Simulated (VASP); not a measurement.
# Ag: single point with PBE

System: Ag.

```
Ag
1.0
     3.74182    0.00000    0.00000
     0.00000    0.00000   -3.92404
    -1.87091    5.55660    0.00000
Ag
2
Direct
  0.60344 0.25000 0.20689
  0.39656 0.75000 0.79311
```

```
Program             : VASP 6.6.1
Task                : single point
Functional          : PBE
Potentials or basis : VASP PAW PBE potentials, release 64 (Ag)
Cutoff              : 520 eV
k mesh              : 8 × 8 × 8
Occupations         : gaussian, width 0.1 eV
Spin                : no spin polarisation
```

| Property | Result |
| --- | --- |
| Pressure | -5.6 GPa |
| Largest force | 0.466 eV/Å |
| Band gap on the k mesh | zero (bands 11 and 12 overlap by 3.27 eV) |

Forces in eV/Å, atoms in the order of the input:
```
Ag   0.000 -0.466  0.000
Ag   0.000  0.466  0.000
```

Stress tensor (GPa, compression positive):
```
-3.85  0.00  0.00
 0.00 -6.09  0.00
 0.00  0.00 -6.73
```

Levels at points of the mesh, in eV from the Fermi level:
| k point | band 9 | band 10 | band 11 | band 12 | band 13 | band 14 |
| --- | --- | --- | --- | --- | --- | --- |
| (0.00, 0.00, 0.00) | -2.98 | -2.94 | -2.63 | 2.10 | 2.13 | 6.47 |
| (0.50, 0.00, 0.00) | -2.82 | -2.67 | -0.56 | 0.65 | 2.80 | 3.10 |
| (0.00, 0.50, 0.00) | -2.90 | -2.90 | -0.60 | -0.60 | 4.40 | 4.40 |
| (0.50, 0.50, 0.00) | -2.80 | -2.80 | 1.81 | 1.81 | 3.37 | 3.37 |
| (0.00, 0.00, 0.50) | -2.90 | -2.75 | -2.47 | -1.46 | 7.42 | 7.47 |
| (0.00, 0.50, 0.50) | -2.96 | -2.96 | 0.40 | 0.40 | 1.41 | 1.41 |

It took 2.8 min on 1 thread of Intel Xeon 8259CL, on a shared host, peak memory 0.27 GiB.
